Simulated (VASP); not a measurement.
# W18S35 (a cell with a defect) in VASP: single point with PBE+D3(BJ)

Aim: the single point of W18S35 (a cell with a defect) with PBE+D3(BJ).

Program: VASP 6.6.1. These are calculated values, not measurements. Logs are shortened: lines on timing, memory, paths and dates and some standing lists are left out, and cuts for length are marked.

**1. The cell of the first run**

The cell holds a defect, 53 atoms: a = 9.553 Å, b = 9.553 Å, c = 12.978 Å, α = 90.00°, β = 90.00°, γ = 120.00°.

**2. Single point, PBE+D3(BJ)**

File INCAR:

```
PREC = Accurate
ENCUT = 520
EDIFF = 1E-6
ISMEAR = 0
SIGMA = 0.05
LREAL = Auto
LASPH = True
NELM = 80
ALGO = Normal
ISIF = 2
LWAVE = False
LCHARG = False
GGA = PE
IVDW = 12
NBANDS = 263
```

File KPOINTS:

```
Automatic mesh
0
Gamma
  2 2 1
```

File POSCAR:

```
W18S35
1.0
    9.5526689839     -0.0000002887      0.0000000000
   -4.7763342419      8.2728541583      0.0000000000
    0.0000000000      0.0000000000     12.9782820000
W S
18 35
Direct
    0.1150230611      0.2183102722      0.2532971594
    0.2222222222      0.1111111111      0.7489070462
    0.1109159776      0.5554579888      0.2486300551
    0.2222596082      0.4444468876      0.7491638044
    0.1150230611      0.8967127888      0.2532971594
    0.2222596082      0.7778127205      0.7491638044
    0.4366205445      0.2183102722      0.2532971594
    0.5555206128      0.1110737252      0.7491638044
    0.4430034211      0.5526735090      0.2510193342
    0.5555206128      0.4444468876      0.7491638044
    0.4430034211      0.8903299122      0.2510193342
    0.5555555556      0.7777777778      0.7492230463
    0.7778753445      0.2224173558      0.2486300551
    0.8888864457      0.1110737252      0.7491638044
    0.7778753445      0.5554579888      0.2486300551
    0.8888888889      0.4444444444      0.7492846382
    0.7806598244      0.8903299122      0.2510193342
    0.8888864457      0.7778127205      0.7491638044
    0.1110614474      0.2222718859      0.6281312124
    0.2222222222      0.1111111111      0.3767840426
    0.1112424205      0.2220909129      0.8700222770
    0.1110681523      0.5555340762      0.6282700775
    0.2226474092      0.4376676247      0.1301795417
    0.1112323482      0.5556161741      0.8701658890
    0.2193974028      0.4423020304      0.3714057314
    0.1110614474      0.8887895615      0.6281312124
    0.2226474092      0.7849797845      0.1301795417
    0.1112424205      0.8891515076      0.8700222770
    0.2193974028      0.7770953724      0.3714057314
    0.4445437719      0.2222718859      0.6281312124
    0.5483535489      0.1106859242      0.1301795417
    0.4441818258      0.2220909129      0.8700222770
    0.5562379609      0.1139359305      0.3714057314
    0.4444843421      0.5556353509      0.6282066064
    0.5483535489      0.4376676247      0.1301795417
    0.4444292993      0.5555252653      0.8701360510
    0.5562379609      0.4423020304      0.3714057314
    0.4444843421      0.8888489912      0.6282066064
    0.5555555556      0.7777777778      0.1309502917
    0.4444292993      0.8889040340      0.8701360510
    0.5555555556      0.7777777778      0.3709116299
    0.7777992572      0.2222651810      0.6282700775
    0.8956657087      0.1106859242      0.1301795417
    0.7777171592      0.2221009851      0.8701658890
    0.8910313030      0.1139359305      0.3714057314
    0.7777992572      0.5555340762      0.6282700775
    0.8888888889      0.4444444444      0.1273329603
    0.7777171592      0.5556161741      0.8701658890
    0.8888888889      0.4444444444      0.3686716736
    0.7776979824      0.8888489912      0.6282066064
    0.8956657087      0.7849797845      0.1301795417
    0.7778080681      0.8889040340      0.8701360510
    0.8910313030      0.7770953724      0.3714057314
```

Potentials or basis: VASP PAW PBE potentials, release 64 (W_sv, S).

Launch:

```bash
$ cat potpaw_PBE.64/W_sv/POTCAR potpaw_PBE.64/S/POTCAR > POTCAR
$ mpirun -np 1 vasp_std > vasp.out
```

OUTCAR:

```text
PREC = Accurate
   ENCUT = 520
   EDIFF = 1E-6
   ISMEAR = 0
   LREAL = Auto
   LASPH = True
   NELM = 80
   ISIF = 2
   GGA = PE
   IVDW = 12
 IVDW          = 12

 ion  position               nearest neighbor table
   1  0.115  0.218  0.253-  20 2.39  45 2.41  25 2.41  43 2.42  23 2.42   5 3.07   7 3.07  17 3.16
                             9 3.16   3 3.24  13 3.24
   2  0.222  0.111  0.749-  26 2.42  19 2.42  30 2.42  28 2.42  21 2.42  32 2.42   4 3.18  10 3.18
                            18 3.18   8 3.18  14 3.18   6 3.18
   3  0.111  0.555  0.249-  49 2.41  47 2.42  29 2.43  25 2.43  27 2.44  23 2.44  13 3.18  15 3.18
                             9 3.19  11 3.19   5 3.24   1 3.24
   4  0.222  0.444  0.749-  36 2.42  22 2.42  21 2.42  34 2.42  24 2.42  19 2.42  10 3.18  12 3.18
                             2 3.18   6 3.18  16 3.18  14 3.18
   5  0.115  0.897  0.253-  20 2.39  29 2.41  53 2.41  27 2.42  51 2.42   1 3.07   7 3.07  11 3.16
                            17 3.16   3 3.24  15 3.24
   6  0.222  0.778  0.749-  40 2.42  22 2.42  28 2.42  38 2.42  24 2.42  26 2.42   8 3.18  12 3.18
                             2 3.18   4 3.18  16 3.18  18 3.18
   7  0.437  0.218  0.253-  20 2.39  33 2.41  37 2.41  31 2.42  35 2.42   5 3.07   1 3.07  11 3.16
                             9 3.16  13 3.24  15 3.24
   8  0.556  0.111  0.749-  40 2.42  42 2.42  32 2.42  38 2.42  44 2.42  30 2.42   6 3.18  12 3.18
                             2 3.18  14 3.18  16 3.18  10 3.18
   9  0.443  0.553  0.251-  23 2.41  35 2.41  25 2.42  37 2.42  41 2.43  39 2.43   1 3.16   7 3.16
[... 52 lines left out ...]
  52  0.778  0.889  0.870-  18 2.42  14 2.42  12 2.42
  53  0.891  0.777  0.371-   5 2.41  17 2.42  15 2.43

  LATTYP: Found a hexagonal cell.
 ALAT       =     9.5526689839
 C/A-ratio  =     1.3586027132

  Lattice vectors:

 A1 = (   9.5526689839,  -0.0000002887,   0.0000000000)
 A2 = (  -4.7763342419,   8.2728541583,   0.0000000000)
 A3 = (   0.0000000000,   0.0000000000,  12.9782820000)

Analysis of symmetry for initial positions (statically):
=====================================================================
 Subroutine PRICEL returns:
 Original cell was already a primitive cell.

 Routine SETGRP: Setting up the symmetry group for a
 hexagonal supercell.

 Subroutine GETGRP returns: Found  6 space group operations
 (whereof  2 operations were pure point group operations)
 out of a pool of 24 trial point group operations.

The static configuration has the point symmetry C_1h.
 The point group associated with its full space group is C_3v.

Analysis of symmetry for dynamics (positions and initial velocities):
=====================================================================
 Subroutine PRICEL returns:
 Original cell was already a primitive cell.

 Routine SETGRP: Setting up the symmetry group for a
 hexagonal supercell.

 Subroutine GETGRP returns: Found  6 space group operations
 (whereof  2 operations were pure point group operations)
 out of a pool of 24 trial point group operations.

The dynamic configuration has the point symmetry C_1h.
 The point group associated with its full space group is C_3v.

 Subroutine INISYM returns: Found  6 space group operations
 (whereof  2 operations are pure point group operations),
 and found     1 'primitive' translations

----------------------------------------------------------------------------------------

                                     Primitive cell

  volume of cell :    1025.6455

  direct lattice vectors                    reciprocal lattice vectors
     9.552668984 -0.000000289  0.000000000     0.104682788  0.060438631  0.000000000
    -4.776334242  8.272854158  0.000000000     0.000000004  0.120877269  0.000000000
     0.000000000  0.000000000 12.978282000     0.000000000  0.000000000  0.077051801

  length of vectors
     9.552668984  9.552668984 12.978282000     0.120877269  0.120877269  0.077051801

  position of ions in fractional coordinates (direct lattice)
     0.115023061  0.218310272  0.253297159
     0.222222222  0.111111111  0.748907046
     0.110915978  0.555457989  0.248630055
     0.222259608  0.444446888  0.749163804
     0.115023061  0.896712789  0.253297159
     0.222259608  0.777812721  0.749163804
[... 45 lines left out ...]
     0.777808068  0.888904034  0.870136051
     0.891031303  0.777095372  0.371405731

  ion indices of the primitive-cell ions
   primitive index   ion index
                 1           1
                 2           2
                 3           3
                 4           4
                 5           5
                 6           6
[... 45 lines left out ...]
                52          52
                53          53

----------------------------------------------------------------------------------------

 KPOINTS: Automatic mesh

Automatic generation of k-mesh.
 Grid dimensions read from file:
 generate k-points for:    2    2    1

 Generating k-lattice:

  Cartesian coordinates                     Fractional coordinates (reciprocal lattice)
     0.052341394  0.030219316  0.000000000     0.500000000  0.000000000  0.000000000
     0.000000002  0.060438634  0.000000000     0.000000000  0.500000000  0.000000000
     0.000000000  0.000000000  0.077051801     0.000000000  0.000000000  1.000000000

  Length of vectors
     0.060438634  0.060438634  0.077051801

  Shift w.r.t. Gamma in fractional coordinates (k-lattice)
     0.000000000  0.000000000  0.000000000

 Subroutine IBZKPT returns following result:
 ===========================================

 Found      2 irreducible k-points:

 Following reciprocal coordinates:
            Coordinates               Weight
  0.000000  0.000000  0.000000      1.000000
  0.500000 -0.000000  0.000000      3.000000
   k-points           NKPTS =      2   k-points in BZ     NKDIM =      2   number of bands    NBANDS=    263
   number of dos      NEDOS =    301   number of ions     NIONS =     53
   total plane-waves  NPLWV = 508032
   dimension x,y,z NGX =    72 NGY =   72 NGZ =   98
   dimension x,y,z NGXF=   144 NGYF=  144 NGZF=  196
   ions per type =              18  35
   NGX,Y,Z   is equivalent  to a cutoff of  12.53, 12.53, 12.55 a.u.
   NGXF,Y,Z  is equivalent  to a cutoff of  25.06, 25.06, 25.11 a.u.
 SYSTEM =  unknown system
   PREC   = accura    normal or accurate (medium, high low for compatibility)
   ISTART =      0    job   : 0-new  1-cont  2-samecut
   ICHARG =      2    charge: 1-file 2-atom 10-const
   ISPIN  =      1    spin polarized calculation?
   LNONCOLLINEAR =      F non collinear calculations
   LSORBIT =      F    spin-orbit coupling
   LASPH  =      T    aspherical Exc in radial PAW
   ENCUT  =  520.0 eV  38.22 Ry    6.18 a.u.  17.76 17.76 24.13*2*pi/ulx,y,z
   NELM   =     80;   NELMIN=  2; NELMDL= -5     # of ELM steps
   EDIFF  = 0.1E-05   stopping-criterion for ELM
   LREAL  =      T    real-space projection
   EDIFFG = 0.1E-04   stopping-criterion for IOM
   NSW    =      0    number of steps for IOM
   IBRION =     -1    ionic relax: 0-MD 1-quasi-New 2-CG
   NFREE  =      0    steps in history (QN), initial steepest desc. (CG)
   ISIF   =      2    stress and relaxation
   ISYM   =      2    0-nonsym 1-usesym 2-fastsym
   POTIM  = 0.5000    time-step for ionic-motion
   TEBEG  =    0.0;   TEEND  =   0.0 temperature during run
   PSTRESS=    0.0 pullay stress
   NELECT =     462.0000    total number of electrons
   NUPDOWN=      -1.0000    fix difference up-down
   EMIN   =  10.00;   EMAX   =-10.00  energy-range for DOS
   EFERMI =   0.00;   METHOD = LEGACY
   ISMEAR =     0;   SIGMA  =   0.05  broadening in eV -4-tet -1-fermi 0-gaus
   EFERMI_NEDOS =   21; number of points for ismear=-14 and -15
   IALGO  =     38    algorithm
   IMIX   =      4    mixing-type and parameters
     AMIX     =   0.40;   BMIX     =  1.00
     AMIX_MAG =   1.60;   BMIX_MAG =  1.00
  volume/ion in A,a.u.               =      19.35       130.59
  Fermi-wavevector in a.u.,A,eV,Ry     =   1.254940  2.371493 21.427476  1.574875
  Thomas-Fermi vector in A             =   2.388721
   LORBIT       =      0    0 simple, 1 ext, 2 COOP (PROOUT), +10 PAW based schemes
   GGA     = PE    functional components
   LHFCALC =     F    Hartree Fock is set to
   AEXX    =    0.0000 exact exchange contribution
   IVDW    =    12    specifies the selected vdW correction
   LEPSILON=     F    determine dielectric tensor
   LRPA    =     F    only Hartree local field effects (RPA)
 non-spin polarized calculation
 Gauss-broadening in eV      SIGMA  =   0.05
  energy-cutoff  :      520.00
  volume of cell :     1025.65
 maximum number of plane-waves:     27608
 NGX is ok and might be reduce to    72
   NGX = 35   NGY = 35   NGZ = 49

 number of electron     462.0000012 magnetization

 Free energy of the ion-electron system (eV)
  ---------------------------------------------------
  ext. energy  EPLUGINS =         0.00000000
  ---------------------------------------------------
  free energy    TOTEN  =      -418.89768467 eV

  energy without entropy =     -418.89768467  energy(sigma->0) =     -418.89768467

 E-fermi :   6.6658     XC(G=0): -10.3973

 val. band max:        6.3137921089   @ k =   0.0000   0.0000   0.0000
 cond. band min:       7.1583961186   @ k =   0.5000  -0.0000   0.0000
 fundamental gap:      0.8446040097
 Fermi energy:         6.6657779572

 k-point     1 :       0.0000    0.0000    0.0000
  band No.  band energies     occupation
      1     -68.2491      2.00000
      2     -68.2437      2.00000
      3     -68.2437      2.00000
      4     -68.1942      2.00000
      5     -68.1830      2.00000
      6     -68.1818      2.00000
[... 235 lines left out ...]
    242       8.2211      0.00000
    243       8.2849      0.00000

 k-point     2 :       0.5000   -0.0000    0.0000
  band No.  band energies     occupation
      1     -68.2489      2.00000
      2     -68.2439      2.00000
      3     -68.2437      2.00000
      4     -68.1906      2.00000
      5     -68.1896      2.00000
      6     -68.1839      2.00000
[... 235 lines left out ...]
    242       8.2653      0.00000
    243       8.3103      0.00000
 [bands above 243 left out]

------------------------ aborting loop because EDIFF is reached ----------------------------------------

 Edisp (eV)  -20.73050

 E6    (eV) :   -12.0045

 E8    (eV) :    -8.7260

  FORCE on cell =-STRESS in cart. coord.  units (eV):
  Direction    XX          YY          ZZ          XY          YZ          ZX
  --------------------------------------------------------------------------------------
  -------------------------------------------------------------------------------------
  Total     -26.46766   -26.46766   -13.04030    -0.00000     0.00000    -0.00000
  in kB     -41.34556   -41.34556   -20.37046    -0.00000     0.00000    -0.00000
  external pressure =      -34.35 kB  Pullay stress =        0.00 kB

 VOLUME and BASIS-vectors are now :
 -----------------------------------------------------------------------------
  energy-cutoff  :      520.00
  volume of cell :     1025.65
      direct lattice vectors                 reciprocal lattice vectors
     9.552668984 -0.000000289  0.000000000     0.104682788  0.060438631  0.000000000
    -4.776334242  8.272854158  0.000000000     0.000000004  0.120877269  0.000000000
     0.000000000  0.000000000 12.978282000     0.000000000  0.000000000  0.077051801

 POSITION                                       TOTAL-FORCE (eV/Angst)
 -----------------------------------------------------------------------------------
      0.05605      1.80605      3.28736         0.003899     -0.002251      0.006948
      1.59211      0.91921      9.71953        -0.000000      0.000000     -0.000085
     -1.59351      4.59522      3.22679        -0.000570     -0.000329      0.004549
      0.00035      3.67684      9.72286        -0.000411     -0.000059     -0.001917
     -3.18422      7.41837      3.28736         0.000000      0.004503      0.006948
     -1.59192      6.43473      9.72286        -0.000257     -0.000326     -0.001917
[... 45 lines left out ...]
      3.18444      7.35377     11.29287        -0.000200     -0.000115     -0.002898
      4.80006      6.42880      4.82021         0.002777      0.000300      0.000600
 -----------------------------------------------------------------------------------
    total drift:                                0.000001      0.000003     -0.020956

  FREE ENERGIE OF THE ION-ELECTRON SYSTEM (eV)
  ---------------------------------------------------
  free  energy   TOTEN  =      -439.6281846531 eV

  energy  without entropy=     -439.6281846531  energy(sigma->0) =     -439.62818465
```

Run time: 48 min. Hardware: 1 thread of Oxide Virtual Turin-like, shared host; peak memory 1.1 GiB.

What came out:

```yaml
Free_energy: -439.6282 eV
Pressure: -3.4 GPa
Largest_force: 0.008 eV/Å
Band_gap_on_the_k_mesh: 0.84 eV
Dispersion_energy_per_atom: -0.391 eV
```

Forces in eV/Å, atoms in the order of the input:
```
W    0.004 -0.002  0.007
W    0.000  0.000  0.000
W   -0.001  0.000  0.005
W    0.000  0.000 -0.002
W    0.000  0.005  0.007
W    0.000  0.000 -0.002
W   -0.004 -0.002  0.007
W    0.000  0.000 -0.002
W    0.000  0.001 -0.004
W    0.000  0.000 -0.002
W    0.001  0.000 -0.004
W    0.000  0.000 -0.002
W    0.000  0.001  0.005
W    0.000  0.000 -0.002
W    0.001  0.000  0.005
W    0.000  0.000 -0.003
W   -0.001  0.000 -0.004
W    0.000  0.000 -0.002
S    0.000  0.000  0.001
S    0.000  0.000  0.002
S    0.000  0.000 -0.001
S    0.000  0.000  0.000
S    0.000  0.003 -0.002
S    0.001  0.000 -0.002
S   -0.001 -0.003  0.001
S    0.000  0.000  0.001
S    0.003 -0.001 -0.002
S    0.000  0.000 -0.001
S   -0.003  0.000  0.001
S    0.000  0.000  0.001
S    0.002 -0.002 -0.002
S    0.000  0.000 -0.001
S   -0.002  0.002  0.001
S    0.000  0.000  0.001
S    0.000  0.003 -0.002
S    0.000  0.000 -0.003
S    0.001 -0.003  0.001
S    0.000  0.000  0.001
S    0.000  0.000  0.006
S    0.000  0.000 -0.003
S    0.000  0.000  0.006
S    0.000  0.000  0.000
S   -0.002 -0.002 -0.002
S    0.000 -0.001 -0.002
S    0.002  0.002  0.001
S    0.000  0.000  0.000
S    0.000  0.000  0.001
S   -0.001  0.000 -0.002
S    0.000  0.000 -0.002
S    0.000  0.000  0.001
S   -0.003 -0.001 -0.002
S    0.000  0.000 -0.003
S    0.003  0.000  0.001
```

Levels at points of the mesh, in eV from the valence-band top:
| k point | band 227 | band 228 | band 229 | band 230 | band 231 | band 232 | band 233 | band 234 | band 235 | band 236 |
| --- | --- | --- | --- | --- | --- | --- | --- | --- | --- | --- |
| (0.00, 0.00, 0.00) | -0.58 | -0.58 | -0.45 | -0.45 | 0.00 | 0.85 | 0.85 | 1.34 | 1.34 | 1.38 |
| (0.50, 0.00, 0.00) | -0.99 | -0.95 | -0.75 | -0.69 | -0.63 | 0.84 | 0.92 | 1.32 | 1.38 | 1.71 |

Caveat: the k points lie up to 0.48 Å⁻¹ apart; spin-orbit coupling is left out, which moves the levels of the heavy elements.
